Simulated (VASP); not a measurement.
Set up this calculation in VASP 6.6.1, as the native input.

```yaml
Task: single point
Functional: LDA
Potentials_or_basis: VASP PAW LDA potentials, release 64 (Hg, Te)
Cutoff: 520 eV
k_mesh: 4 × 4 × 4
Occupations: fermi-dirac, width 0.1 eV
Spin: no spin polarisation
Dipole_correction: no
Further_INCAR_settings: ALGO = Normal; EDIFF = 1e-06; NBANDS = 26
```

The structure of HgTe lies in POSCAR:

```
HgTe
1.0
    2.9925180000     -3.4669290000      0.0000000000
    2.9925180000      3.4669290000      0.0000000000
    0.0000000000      0.0000000000      5.7981570000
Hg Te
2 2
Direct
    0.3430500000      0.6569500000      0.7500000000
    0.6569500000      0.3430500000      0.2500000000
    0.7848090000      0.2151910000      0.7500000000
    0.2151910000      0.7848090000      0.2500000000
```

One way to write it, as run:

INCAR

```
SYSTEM = HgTe
ALGO     = Normal         ! electronic algorithm
EDIFF    = 1E-6           ! SCF threshold, eV
ENCUT    = 520            ! plane-wave cutoff, eV
GGA      = CA             ! functional
ISIF     = 2              ! what is computed and relaxed
ISMEAR   = -1             ! smearing method
LASPH    = .TRUE.         ! aspherical terms in the spheres
LCHARG   = .FALSE.        ! write CHGCAR
LREAL    = .FALSE.        ! projectors in reciprocal space
LWAVE    = .FALSE.        ! write WAVECAR
NBANDS   = 26             ! bands
NELM     = 60             ! most SCF steps
PREC     = Accurate       ! precision mode
SIGMA    = 0.1            ! smearing width, eV
```

KPOINTS

```
k-points
0
G
  4 4 4
  0 0 0
```

Potentials or basis: VASP PAW LDA potentials, release 64 (Hg, Te).

Run with:

```console
$ cat potpaw_LDA.64/Hg/POTCAR potpaw_LDA.64/Te/POTCAR > POTCAR
$ mpirun -np 1 vasp_std > vasp.out
```

It gave:

| Item | Value |
| --- | --- |
| Pressure | -4.6 GPa |
| Largest force | 0.209 eV/Å |
| Band gap on the k mesh | zero (band 18 reaches 4.03 eV, above the bottom of band 19 at 1.97 eV) |

Caveat: spin-orbit coupling is left out, which moves the levels of the heavy elements.

Run time: 32 s on 1 thread of Intel(R) Xeon(R) 6975P-C (Granite Rapids), with other jobs on the host, peak memory 0.22 GiB.
